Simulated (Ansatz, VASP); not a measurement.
**Two plane-wave programs on CaO**

File POSCAR:

```
CaO
1.0
    0.0000000000      2.4154929568      2.4154929568
    2.4154929568      0.0000000000      2.4154929568
    2.4154929568      2.4154929568      0.0000000000
Ca O
1 1
Direct
    0.0000000000      0.0000000000      0.0000000000
    0.5000000000      0.5000000000      0.5000000000
```

File INCAR.step1:

```
SYSTEM = CaO
PREC     = Accurate       ! precision mode
ENCUT    = 910            ! plane-wave cutoff, eV
ISMEAR   = 0              ! smearing method
SIGMA    = 0.02           ! smearing width, eV
LREAL    = .False.        ! projectors in reciprocal space
LASPH    = .True.         ! aspherical terms in the spheres
NELM     = 120            ! most SCF steps
NBANDS   = 15             ! bands
GGA      = PE             ! functional
ALGO     = Normal         ! electronic algorithm
EDIFF    = 1E-5           ! SCF threshold, eV
LWAVE    = .True.         ! write WAVECAR
LCHARG   = .False.        ! write CHGCAR
GGA_COMPAT= .False.
```

The input INCAR.step2:

```
SYSTEM = CaO
PREC     = Accurate       ! precision mode
ENCUT    = 910            ! plane-wave cutoff, eV
EDIFF    = 1E-6           ! SCF threshold, eV
ISMEAR   = 0              ! smearing method
SIGMA    = 0.02           ! smearing width, eV
LREAL    = .False.        ! projectors in reciprocal space
LASPH    = .True.         ! aspherical terms in the spheres
NELM     = 120            ! most SCF steps
ALGO     = Normal         ! electronic algorithm
ISIF     = 2              ! what is computed and relaxed
LWAVE    = .False.        ! write WAVECAR
LCHARG   = .False.        ! write CHGCAR
METAGGA  = R2SCAN         ! meta-GGA
LMIXTAU  = .True.       
NBANDS   = 15             ! bands
ISTART   = 1            
GGA_COMPAT= .False.
```

File KPOINTS:

```
Automatic mesh
0
Gamma
  8 8 8
  0 0 0
```

Input for Ansatz:

```yaml
crystal:
  lattice:
    - [0.0, 2.4154929568, 2.4154929568]
    - [2.4154929568, 0.0, 2.4154929568]
    - [2.4154929568, 2.4154929568, 0.0]
  atoms:
    - { symbol: Ca, position: [0.0, 0.0, 0.0] }
    - { symbol: O, position: [0.5, 0.5, 0.5] }
basis:
  ecutwfc: 500
kpoints:
  mp_grid: { grid: [8, 8, 8] }
  band_path:
    path:
      - [[0.0, 0.0, 0.0], [0.5, 0.0, 0.5], [0.625, 0.25, 0.625]]
      - [[0.375, 0.375, 0.75], [0.0, 0.0, 0.0], [0.5, 0.5, 0.5], [0.5, 0.25, 0.75], [0.5, 0.0, 0.5]]
    npoints: 14
hamiltonian:
  xc: r2scan
scf:
  occupations: { method: gaussian, width: 0.02 }
  n_extra_bands: 6
output:
  forces: true
  stress: true
  eigenvalues: true
  populations: true
  dos: { projected: true, de: 0.02, nscf_kmesh: { grid: [12, 12, 12] } }
  bader: true
  write_density: true
  write_potential: true
  elf: true
  volumetric_format: npy
```

Alike in both runs: task single point; functional r2SCAN; k mesh 8 × 8 × 8; occupations gaussian, width 0.02 eV; no spin polarisation.

|  | VASP | Ansatz |
| --- | --- | --- |
| version | VASP 6.6.1 | Ansatz 0.2.0 |
| potentials or method | VASP PAW PBE potentials, release 64 (Ca_sv, O_h), cutoff 910 eV | scalar-relativistic, plane waves, PAW |
| valence electrons in the cell | 16 | 16 |

|  | VASP | Ansatz | Ansatz less VASP |
| --- | --- | --- | --- |
| gap on the k mesh at the Fermi level (eV) | 4.20 | 4.20 | +0.006 |
| least direct gap on the mesh (eV) | 4.57 | 4.58 | +0.010 |

VASP's potentials were made for PBE, not for r2SCAN.

Noted on VASP's run: the cutoff is short for stress, so the pressure is rough.
